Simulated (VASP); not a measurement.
Crystal: TaN.

```
Ta N
1.0
     0.00000    2.18144    2.18144
     2.18144    0.00000    2.18144
     2.18144    2.18144    0.00000
Ta N
1 1
Direct
  0.50000 0.50000 0.50000
  0.00000 0.00000 0.00000
```

Base run:

```yaml
Program: VASP 6.6.1
Functional: PBEsol
Dispersion: D3(BJ)
Potentials_or_basis: VASP PAW PBE potentials, release 64 (Ta_pv, N)
Cutoff: 600 eV
k_mesh: 10 × 10 × 10
Occupations: fermi-dirac, width 0.05 eV
Spin: no spin polarisation
```

Its results: band gap on the k mesh zero (band 8 reaches 11.62 eV, above the bottom of band 9 at 7.45 eV); pressure -3.4 GPa.

The run is repeated on the same cell with these changes: functional from PBEsol to BLYP. What comes out?

Band gap on the k mesh zero (band 8 reaches 12.22 eV, above the bottom of band 9 at 8.18 eV); pressure 9.4 GPa.

BLYP binds less tightly than PBEsol, so the same cell stands under more pressure.

Caveats: the PAW data sets were made with another functional, which shifts forces and pressure a little; spin-orbit coupling is left out, which moves the levels of the heavy elements; pairwise dispersion overbinds metals, which lowers pressure and volume.
